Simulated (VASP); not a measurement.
Wanted: the native input for a VASP 6.6.1 run.

```
Task                               : single point
Functional                         : r2SCAN50
Potentials or basis                : VASP PAW PBE potentials, release 64 (Ta_pv)
Cutoff                             : 520 eV
k mesh                             : 6 × 6 × 6
Occupations                        : fermi-dirac, width 0.05 eV
Spin                               : no spin polarisation
Dipole correction                  : no
Grid for exact exchange (PRECFOCK) : Normal
Further INCAR settings             : ALGO = Normal; EDIFF = 1e-06; NBANDS = 12
```

Ta:

```
CELL_PARAMETERS angstrom
-1.64020 1.64020 1.64020
1.64020 -1.64020 1.64020
1.64020 1.64020 -1.64020
ATOMIC_POSITIONS crystal
Ta 0.00000 0.00000 0.00000
```

The input as run:

POSCAR

```
Ta
1.0
   -1.6401972500      1.6401972500      1.6401972500
    1.6401972500     -1.6401972500      1.6401972500
    1.6401972500      1.6401972500     -1.6401972500
Ta
1
Direct
    0.0000000000      0.0000000000      0.0000000000
```

INCAR.step1

```
SYSTEM = Ta
ALGO = Normal ; EDIFF = 1E-5
ENCUT = 520 ; GGA = PE
ISIF = 2 ; ISMEAR = -1
LASPH = .TRUE. ; LREAL = .FALSE.
LWAVE = .TRUE. ; NBANDS = 12
NELM = 80 ; PREC = Accurate
SIGMA = 0.05
```

INCAR.step2

```
SYSTEM = Ta
AEXX = 0.5 ; ALGO = Normal
EDIFF = 1E-6 ; ENCUT = 520
ISIF = 2 ; ISMEAR = -1
ISTART = 1 ; LASPH = .TRUE.
LCHARG = .TRUE. ; LELF = .TRUE.
LHFCALC = .TRUE. ; LMIXTAU = .TRUE.
LREAL = .FALSE. ; LVHAR = .TRUE.
LWAVE = .FALSE. ; METAGGA = R2SCAN
NBANDS = 12 ; NELM = 80
PREC = Accurate ; PRECFOCK = Normal
SIGMA = 0.05
```

KPOINTS

```
k-points
0
G
  6 6 6
  0 0 0
```

Potentials or basis: VASP PAW PBE potentials, release 64 (Ta_pv).

Run with:

```bash
$ cat potpaw_PBE.64/Ta_pv/POTCAR > POTCAR
$ cp INCAR.step1 INCAR
$ mpirun -np 1 vasp_std > vasp.out
$ cp INCAR.step2 INCAR
$ mpirun -np 1 vasp_std > vasp.out
```

It gave:

```json
{"Pressure": "4.1 GPa"}
```

Caveat: the k points lie up to 0.45 Å⁻¹ apart; the PAW data sets were made with another functional, which shifts forces and pressure a little.

Wall time 5.5 min on 1 thread of AMD EPYC 9R45 96-Core Processor (Zen 5) (shared host), peak memory 0.13 GiB.
